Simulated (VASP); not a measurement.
Runs of VASP 6.6.1 on Os. The structure is that of space group P6_3/mmc (No. 194), or close to it. The cells are those of the table. 

```csv
cell,gap on the mesh (eV),pressure (GPa)
"a = 2.734, b = 2.734, c = 3.974 Å, angles 90.0, 90.0, 120.0°, 2 atoms",none,(c)
"a = 2.625, b = 2.625, c = 4.665 Å, angles 90.0, 90.0, 120.0°, 2 atoms",none,16.5
"a = 2.515, b = 2.515, c = 4.320 Å, angles 90.0, 90.0, 120.0°, 2 atoms",none,122.5
"a = 2.515, b = 2.515, c = 4.665 Å, angles 90.0, 90.0, 120.0°, 2 atoms",none,72.6
"a = 2.515, b = 2.515, c = 3.974 Å, angles 90.0, 90.0, 120.0°, 2 atoms",none,211.0
"a = 2.734, b = 2.734, c = 4.147 Å, angles 90.0, 90.0, 120.0°, 2 atoms",none,30.8
"a = 2.625, b = 2.625, c = 4.492 Å, angles 90.0, 90.0, 120.0°, 2 atoms",none,(a)
"a = 2.515, b = 2.515, c = 4.492 Å, angles 90.0, 90.0, 120.0°, 2 atoms",none,(b)
```

Alike in all rows: task single point; level PBE; potentials or basis VASP PAW PBE potentials, release 64 (Os); no spin polarisation; k mesh 18 × 18 × 12; cutoff (eV) 520; smearing gaussian 0.15 eV.

Task: Estimate the missing entries.

Result: (a) 31.9; (b) 93.9; (c) 60.6.

Caveats: spin-orbit coupling is left out, which moves the levels of the heavy elements; the stress differs along the axes, from 39 to 104 GPa (at least some runs); the stress differs along the axes, from -33 to 41 GPa (at least some runs); the stress differs along the axes, from 66 to 151 GPa (at least some runs); the stress differs along the axes, from -14 to 116 GPa (at least some runs); the stress differs along the axes, from 207 to 220 GPa (at least some runs); the stress differs along the axes, from 21 to 50 GPa (at least some runs).

A k mesh can miss the band edges, and the runs leave out spin-orbit coupling on Os.

A gap of «none» marks levels without a gap at the run's occupations.
